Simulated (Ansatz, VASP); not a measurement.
**One calculation of AlNi3, two programs**

File INCAR:

```
PREC = Accurate
ENCUT = 520
EDIFF = 1E-6
ISMEAR = 0
SIGMA = 0.15
LREAL = False
LASPH = True
NELM = 60
ALGO = Fast
ISIF = 2
LWAVE = False
LCHARG = True
GGA = PS
LELF = True
LVHAR = True
NBANDS = 24
```

Contents of KPOINTS:

```
regular mesh
0
Gamma
  14 14 14
```

File POSCAR:

```
AlNi3
1.0
    0.0000000000      2.6934675619      2.7984078565
    2.9033481511      0.0000000000      2.7984078565
    2.9033481511      2.6934675619      0.0000000000
Al Ni
1 3
Direct
    0.5000000000      0.5000000000      0.5000000000
    0.2500000000      0.2500000000      0.2500000000
    0.0000000000      0.0000000000      0.0000000000
    0.7500000000      0.7500000000      0.7500000000
```

Input for Ansatz:

```yaml
crystal:
  lattice:
    - [0.0, 2.6934675619, 2.7984078565]
    - [2.9033481511, 0.0, 2.7984078565]
    - [2.9033481511, 2.6934675619, 0.0]
  atoms:
    - { symbol: Al, position: [0.5, 0.5, 0.5] }
    - { symbol: Ni, position: [0.25, 0.25, 0.25] }
    - { symbol: Ni, position: [0.0, 0.0, 0.0] }
    - { symbol: Ni, position: [0.75, 0.75, 0.75] }
basis:
  ecutwfc: 420
kpoints:
  mp_grid: { grid: [14, 14, 14] }
hamiltonian:
  xc: pbesol
scf:
  occupations: { method: gaussian, width: 0.15 }
output:
  forces: true
  stress: true
  eigenvalues: true
```

Change from the starting cell: strain +0.0375 x Voigt [1, -1, 0, 0, 0, 0], atoms carried along.

Alike in both runs: task single point; functional PBEsol; k mesh 14 × 14 × 14; occupations gaussian, width 0.15 eV; no spin polarisation.

|  | VASP | Ansatz |
| --- | --- | --- |
| version | VASP 6.6.1 | Ansatz 0.2.0 |
| potentials or method | VASP PAW PBE potentials, release 64 (Al, Ni), cutoff 520 eV | scalar-relativistic, plane waves, PAW |
| valence electrons in the cell | 33 | 57 |

|  | VASP | Ansatz | Ansatz less VASP |
| --- | --- | --- | --- |
| gap on the k mesh at the Fermi level (eV) | none | none | - |
| pressure (GPa) | 0.4 | 0.4 | -0.04 |
| traceless stress, the component that is largest in VASP (GPa) | -1.01 | -1.01 | -0.004 |

VASP's potentials were made for PBE, not for PBEsol. A gap of «none» marks a metal or a gap that the smearing closes. VASP's potentials hold 33 valence electrons a cell and Ansatz's 57, so a difference there can come from the potentials and not from the codes.
